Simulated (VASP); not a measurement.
A run of VASP 6.6.1:

INCAR

```
SYSTEM = Li2O3
ALGO = Normal ; EDIFF = 1E-7
ENCUT = 520 ; GGA = PE
ISIF = 2 ; ISMEAR = -1
LASPH = .True. ; LCHARG = .True.
LELF = .True. ; LREAL = .False.
LVHAR = .True. ; LWAVE = .False.
NBANDS = 35 ; NELM = 80
PREC = Accurate ; SIGMA = 0.06122561905347299
```

KPOINTS

```
k-points
0
Gamma
  12 12 12
  0 0 0
```

POSCAR

```
Li2O3
1.0
    4.5327508690      0.0000000000      0.0000000000
    0.0000000000      4.5327508690      0.0000000000
    0.0000000000      0.0000000000      4.5327508690
Li O
4 6
Direct
    0.2500000000      0.2500000000      0.2500000000
    0.7500000000      0.7500000000      0.2500000000
    0.7500000000      0.2500000000      0.7500000000
    0.2500000000      0.7500000000      0.7500000000
    0.5000000000      0.0000000000      0.0000000000
    0.0000000000      0.5000000000      0.0000000000
    0.0000000000      0.0000000000      0.5000000000
    0.5000000000      0.5000000000      0.0000000000
    0.5000000000      0.0000000000      0.5000000000
    0.0000000000      0.5000000000      0.5000000000
```

Potentials or basis: VASP PAW PBE potentials, release 64 (Li_sv, O).

The run is started by

```console
$ cat potpaw_PBE.64/Li_sv/POTCAR potpaw_PBE.64/O/POTCAR > POTCAR
$ mpirun -np 1 vasp_std > vasp.out
```

Hardware: 1 thread of Intel(R) Xeon(R) Platinum 8488C (Sapphire Rapids), with other jobs on the host.

Estimate the wall time of this run.

Wall time 2.6 min on 1 thread of Intel(R) Xeon(R) Platinum 8488C (Sapphire Rapids), with other jobs on the host, peak memory 0.32 GiB. Counts: scf iterations 14, k points 84.
